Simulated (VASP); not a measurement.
# CaSe (Fm-3m) in VASP: single point with r2SCAN

Aim: the single point of CaSe with r2SCAN.

Everything below comes from runs of VASP 6.6.1. Logs are shortened: lines on timing, memory, paths and dates and some standing lists are left out, and cuts for length are marked.

### 1 The cell of the first run

It takes space group Fm-3m (No. 225, cubic). The conventional cell has a = 5.912 Å, b = 5.912 Å, c = 5.912 Å, α = 90.00°, β = 90.00°, γ = 90.00°. Ca (site symmetry m-3m) has 6 Se at 2.96 Å within 3.9 Å. Se (site symmetry m-3m) has 6 Ca at 2.96 Å within 3.9 Å.

### 2 Single point, r2SCAN

Contents of POSCAR:

```
CaSe
1.0
    0.0000000000      2.9559985193      2.9559985193
    2.9559985193      0.0000000000      2.9559985193
    2.9559985193      2.9559985193      0.0000000000
Ca Se
1 1
Direct
    0.5000000000      0.5000000000      0.5000000000
    0.0000000000      0.0000000000      0.0000000000
```

Contents of INCAR.step1:

```
SYSTEM = CaSe
  ALGO = Normal
  EDIFF = 1E-4
  ENCUT = 520
  GGA = PE
  ISMEAR = 0
  LASPH = .TRUE.
  LCHARG = .FALSE.
  LREAL = .FALSE.
  LWAVE = .TRUE.
  NBANDS = 15
  NELM = 80
  PREC = Accurate
  SIGMA = 0.05
```

Contents of INCAR.step2:

```
SYSTEM = CaSe
  ALGO = Normal
  EDIFF = 1E-6
  ENCUT = 520
  ISIF = 2
  ISMEAR = 0
  ISTART = 1
  LASPH = .TRUE.
  LCHARG = .FALSE.
  LMIXTAU = .TRUE.
  LREAL = .FALSE.
  LWAVE = .FALSE.
  METAGGA = R2SCAN
  NBANDS = 15
  NELM = 80
  PREC = Accurate
  SIGMA = 0.05
```

Contents of KPOINTS:

```
k-points
0
G
  10 10 10
  0 0 0
```

Potentials or basis: VASP PAW PBE potentials, release 64 (Ca_sv, Se).

Started as:

```sh
$ cat potpaw_PBE.64/Ca_sv/POTCAR potpaw_PBE.64/Se/POTCAR > POTCAR
$ cp INCAR.step1 INCAR
$ mpirun -np 1 vasp_std > vasp.out
$ cp INCAR.step2 INCAR
$ mpirun -np 1 vasp_std > vasp.out
```

OUTCAR:

```text
SYSTEM = CaSe
   EDIFF = 1E-6
   ENCUT = 520
   ISIF = 2
   ISMEAR = 0
   ISTART = 1
   LASPH = .TRUE.
   LREAL = .FALSE.
   METAGGA = R2SCAN
   NELM = 80
   PREC = Accurate

 ion  position               nearest neighbor table
   1  0.500  0.500  0.500-   2 2.96   2 2.96   2 2.96   2 2.96   2 2.96   2 2.96
   2  0.000  0.000  0.000-   1 2.96   1 2.96   1 2.96   1 2.96   1 2.96   1 2.96

  LATTYP: Found a face centered cubic cell.
 ALAT       =     5.9119970386

  Lattice vectors:

 A1 = (   0.0000000000,   2.9559985193,   2.9559985193)
 A2 = (   2.9559985193,   0.0000000000,   2.9559985193)
 A3 = (   2.9559985193,   2.9559985193,   0.0000000000)

Analysis of symmetry for initial positions (statically):
=====================================================================
 Subroutine PRICEL returns:
 Original cell was already a primitive cell.

 Routine SETGRP: Setting up the symmetry group for a
 face centered cubic supercell.

 Subroutine GETGRP returns: Found 48 space group operations
 (whereof 48 operations were pure point group operations)
 out of a pool of 48 trial point group operations.

The static configuration has the point symmetry O_h .

Analysis of symmetry for dynamics (positions and initial velocities):
=====================================================================
 Subroutine PRICEL returns:
 Original cell was already a primitive cell.

 Routine SETGRP: Setting up the symmetry group for a
 face centered cubic supercell.

 Subroutine GETGRP returns: Found 48 space group operations
 (whereof 48 operations were pure point group operations)
 out of a pool of 48 trial point group operations.

The dynamic configuration has the point symmetry O_h .

 Subroutine INISYM returns: Found 48 space group operations
 (whereof 48 operations are pure point group operations),
 and found     1 'primitive' translations

----------------------------------------------------------------------------------------

                                     Primitive cell

  volume of cell :      51.6586

  direct lattice vectors                    reciprocal lattice vectors
     0.000000000  2.955998519  2.955998519    -0.169147581  0.169147581  0.169147581
     2.955998519  0.000000000  2.955998519     0.169147581 -0.169147581  0.169147581
     2.955998519  2.955998519  0.000000000     0.169147581  0.169147581 -0.169147581

  length of vectors
     4.180413196  4.180413196  4.180413196     0.292972205  0.292972205  0.292972205

  position of ions in fractional coordinates (direct lattice)
     0.500000000  0.500000000  0.500000000
     0.000000000  0.000000000  0.000000000

  ion indices of the primitive-cell ions
   primitive index   ion index
                 1           1
                 2           2

----------------------------------------------------------------------------------------

 KPOINTS: k-points

Automatic generation of k-mesh.
 Grid dimensions read from file:
 generate k-points for:   10   10   10

 Generating k-lattice:

  Cartesian coordinates                     Fractional coordinates (reciprocal lattice)
    -0.016914758  0.016914758  0.016914758     0.100000000  0.000000000  0.000000000
     0.016914758 -0.016914758  0.016914758     0.000000000  0.100000000  0.000000000
     0.016914758  0.016914758 -0.016914758     0.000000000  0.000000000  0.100000000

  Length of vectors
     0.029297220  0.029297220  0.029297220

  Shift w.r.t. Gamma in fractional coordinates (k-lattice)
     0.000000000  0.000000000  0.000000000

 Subroutine IBZKPT returns following result:
 ===========================================

 Found     47 irreducible k-points:

 Following reciprocal coordinates:
            Coordinates               Weight
  0.000000  0.000000  0.000000      1.000000
  0.100000  0.000000  0.000000      8.000000
  0.200000  0.000000  0.000000      8.000000
  0.300000  0.000000  0.000000      8.000000
  0.400000  0.000000  0.000000      8.000000
  0.500000  0.000000  0.000000      4.000000
[... 16 lines left out ...]
  0.300000  0.300000  0.000000      6.000000
  0.400000  0.300000  0.000000     24.000000
 [... further k-points ...]
   k-points           NKPTS =     47   k-points in BZ     NKDIM =     47   number of bands    NBANDS=     15
   number of dos      NEDOS =    301   number of ions     NIONS =      2
   total plane-waves  NPLWV =  32768
   dimension x,y,z NGX =    32 NGY =   32 NGZ =   32
   dimension x,y,z NGXF=    64 NGYF=   64 NGZF=   64
   ions per type =               1   1
   NGX,Y,Z   is equivalent  to a cutoff of  12.73, 12.73, 12.73 a.u.
   NGXF,Y,Z  is equivalent  to a cutoff of  25.45, 25.45, 25.45 a.u.
 SYSTEM =  CaSe
   PREC   = accura    normal or accurate (medium, high low for compatibility)
   ISTART =      1    job   : 0-new  1-cont  2-samecut
   ICHARG =      0    charge: 1-file 2-atom 10-const
   ISPIN  =      1    spin polarized calculation?
   LNONCOLLINEAR =      F non collinear calculations
   LSORBIT =      F    spin-orbit coupling
   LASPH  =      T    aspherical Exc in radial PAW
   ENCUT  =  520.0 eV  38.22 Ry    6.18 a.u.   7.77  7.77  7.77*2*pi/ulx,y,z
   NELM   =     80;   NELMIN=  2; NELMDL=  0     # of ELM steps
   EDIFF  = 0.1E-05   stopping-criterion for ELM
   LREAL  =      F    real-space projection
   EDIFFG = 0.1E-04   stopping-criterion for IOM
   NSW    =      0    number of steps for IOM
   IBRION =     -1    ionic relax: 0-MD 1-quasi-New 2-CG
   NFREE  =      0    steps in history (QN), initial steepest desc. (CG)
   ISIF   =      2    stress and relaxation
   ISYM   =      2    0-nonsym 1-usesym 2-fastsym
   POTIM  = 0.5000    time-step for ionic-motion
   TEBEG  =    0.0;   TEEND  =   0.0 temperature during run
   PSTRESS=    0.0 pullay stress
   NELECT =      16.0000    total number of electrons
   NUPDOWN=      -1.0000    fix difference up-down
   EMIN   =  10.00;   EMAX   =-10.00  energy-range for DOS
   EFERMI =   0.00;   METHOD = LEGACY
   ISMEAR =     0;   SIGMA  =   0.05  broadening in eV -4-tet -1-fermi 0-gaus
   EFERMI_NEDOS =   21; number of points for ismear=-14 and -15
   IALGO  =     38    algorithm
   IMIX   =      4    mixing-type and parameters
     AMIX     =   0.40;   BMIX     =  1.00
     AMIX_MAG =   1.60;   BMIX_MAG =  1.00
  volume/ion in A,a.u.               =      25.83       174.30
  Fermi-wavevector in a.u.,A,eV,Ry     =   1.107645  2.093146 16.692683  1.226878
  Thomas-Fermi vector in A             =   2.244162
   LORBIT       =      0    0 simple, 1 ext, 2 COOP (PROOUT), +10 PAW based schemes
   METAGGA = R2SCAN    functional components
   LHFCALC =     F    Hartree Fock is set to
   AEXX    =    0.0000 exact exchange contribution
   IVDW    =     0    specifies the selected vdW correction
   LEPSILON=     F    determine dielectric tensor
   LRPA    =     F    only Hartree local field effects (RPA)
 non-spin polarized calculation
 Gauss-broadening in eV      SIGMA  =   0.05
  energy-cutoff  :      520.00
  volume of cell :       51.66
 maximum number of plane-waves:      1411
   NGX = 15   NGY = 15   NGZ = 15

 number of electron      15.9999998 magnetization

 Free energy of the ion-electron system (eV)
  ---------------------------------------------------
  ext. energy  EPLUGINS =         0.00000000
  ---------------------------------------------------
  free energy    TOTEN  =       -25.97693466 eV

  energy without entropy =      -25.97693466  energy(sigma->0) =      -25.97693466

 E-fermi :   2.4470     XC(G=0):  -9.5876

 val. band max:        2.1948714401   @ k =   0.0000   0.0000   0.0000
 cond. band min:       4.6840469513   @ k =   0.5000   0.5000   0.0000
 fundamental gap:      2.4891755113
 Fermi energy:         2.4469690986

 k-point     1 :       0.0000    0.0000    0.0000
  band No.  band energies     occupation
      1     -39.0960      2.00000
      2     -19.2077      2.00000
      3     -19.2077      2.00000
      4     -19.2077      2.00000
      5     -10.0054      2.00000
      6       2.1949      2.00000
      7       2.1949      2.00000
      8       2.1949      2.00000
      9       6.3422      0.00000
     10       6.4211      0.00000
     11       6.4211      0.00000
     12       6.4211      0.00000
     13       7.0215      0.00000
     14       7.0215      0.00000
     15      12.6785      0.00000

 k-point     2 :       0.1000    0.0000    0.0000
  band No.  band energies     occupation
      1     -39.0953      2.00000
      2     -19.2192      2.00000
      3     -19.2084      2.00000
      4     -19.2084      2.00000
      5      -9.9426      2.00000
      6       1.6957      2.00000
      7       2.0390      2.00000
      8       2.0390      2.00000
      9       6.3964      0.00000
     10       6.5668      0.00000
     11       6.5668      0.00000
     12       6.9456      0.00000
     13       7.2878      0.00000
     14       7.2878      0.00000
     15      12.8062      0.00000

 k-point     3 :       0.2000    0.0000    0.0000
  band No.  band energies     occupation
      1     -39.0936      2.00000
      2     -19.2490      2.00000
      3     -19.2102      2.00000
      4     -19.2102      2.00000
      5      -9.7727      2.00000
      6       0.7160      2.00000
      7       1.6899      2.00000
      8       1.6899      2.00000
      9       6.4312      0.00000
     10       6.9364      0.00000
     11       6.9364      0.00000
     12       8.0012      0.00000
     13       8.0012      0.00000
     14       8.1274      0.00000
     15      12.5697      0.00000
[... 343 lines left out ...]
 k-point    23 :       0.3000    0.3000    0.0000
  band No.  band energies     occupation
      1     -39.0901      2.00000
      2     -19.2687      2.00000
      3     -19.2294      2.00000
      4     -19.2293      2.00000
      5      -9.5388      2.00000
      6      -0.1589      2.00000
      7       1.4584      2.00000
      8       1.4584      2.00000
      9       5.1608      0.00000
     10       7.5173      0.00000
     11       7.6500      0.00000
     12       8.4721      0.00000
     13       8.4721      0.00000
     14      10.6613      0.00000
     15      11.9165      0.00000

 k-point    24 :       0.4000    0.3000    0.0000
  band No.  band energies     occupation
      1     -39.0888      2.00000
      2     -19.2807      2.00000
      3     -19.2356      2.00000
      4     -19.2326      2.00000
      5      -9.4491      2.00000
      6      -0.3119      2.00000
      7       1.1549      2.00000
      8       1.3161      2.00000
      9       5.2159      0.00000
     10       7.7938      0.00000
     11       8.1099      0.00000
     12       8.6881      0.00000
     13       8.6927      0.00000
     14       9.7955      0.00000
     15      12.1077      0.00000

 [... further k-points ...]

------------------------ aborting loop because EDIFF is reached ----------------------------------------

  FORCE on cell =-STRESS in cart. coord.  units (eV):
  Direction    XX          YY          ZZ          XY          YZ          ZX
  --------------------------------------------------------------------------------------
  -------------------------------------------------------------------------------------
  Total        0.2836669      0.2836669      0.2836669      0.0000000      0.0000000     -0.0000000
  in kB        8.7978510      8.7978510      8.7978510      0.0000000      0.0000000     -0.0000000
  external PRESSURE =       8.7978510 kB  Pullay stress =       0.0000000 kB

 VOLUME and BASIS-vectors are now :
 -----------------------------------------------------------------------------
  energy-cutoff  :      520.00
  volume of cell :       51.66
      direct lattice vectors                 reciprocal lattice vectors
     0.000000000  2.955998519  2.955998519    -0.169147581  0.169147581  0.169147581
     2.955998519  0.000000000  2.955998519     0.169147581 -0.169147581  0.169147581
     2.955998519  2.955998519  0.000000000     0.169147581  0.169147581 -0.169147581

 POSITION                                       TOTAL-FORCE (eV/Angst)
 -----------------------------------------------------------------------------------
      2.95600      2.95600      2.95600        -0.000000      0.000000      0.000000
      0.00000      0.00000      0.00000         0.000000     -0.000000     -0.000000
 -----------------------------------------------------------------------------------
    total drift:                                0.000000     -0.000000      0.000000

  FREE ENERGIE OF THE ION-ELECTRON SYSTEM (eV)
  ---------------------------------------------------
  free  energy   TOTEN  =       -25.9769346644 eV

  energy  without entropy=      -25.9769346644  energy(sigma->0) =      -25.97693466
```

Wall time 2.1 min (1 thread of Intel Xeon 8259CL, shared host); peak memory 0.2 GiB.

What came out:

- Free energy: -25.9769 eV
- Pressure: 0.9 GPa
- Band gap on the k mesh: 2.49 eV (least direct gap 3.44 eV)

Caveat: the PAW data sets were made with another functional, which shifts forces and pressure a little. A k mesh can miss the band edges.
